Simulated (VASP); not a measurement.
# Cs: single point with PBEsol

Cs:

```
CELL_PARAMETERS angstrom
-3.00000 3.00000 3.00000
3.00000 -3.00000 3.00000
3.00000 3.00000 -3.00000
ATOMIC_POSITIONS crystal
Cs 0.00000 0.00000 0.00000
```

```json
{"Program": "VASP 6.6.1", "Task": "single point", "Functional": "PBEsol", "Potentials or basis": "VASP PAW PBE potentials, release 64 (Cs_sv)", "Cutoff": "520 eV", "k mesh": "7 × 7 × 7", "Occupations": "fermi-dirac, width 0.05 eV", "Spin": "no spin polarisation", "Dipole correction": "no", "Further INCAR settings": "ALGO = Normal; EDIFF = 1e-06; NBANDS = 10"}
```

The pressure is 0.0 GPa.

Levels at points of the mesh, in eV from the Fermi level:
```tsv
k point	band 2	band 3	band 4	band 5	band 6	band 7	band 8	band 9
(0.00, 0.00, 0.00)	-10.53	-10.53	-10.53	-1.76	2.53	2.53	2.53	3.45
```

It took 6.7 s on 1 thread of Intel(R) Xeon(R) 6975P-C (Granite Rapids) (shared host), peak memory 0.23 GiB.

Caveat: the PAW data sets were made with another functional, which shifts forces and pressure a little; spin-orbit coupling is left out, which moves the levels of the heavy elements.
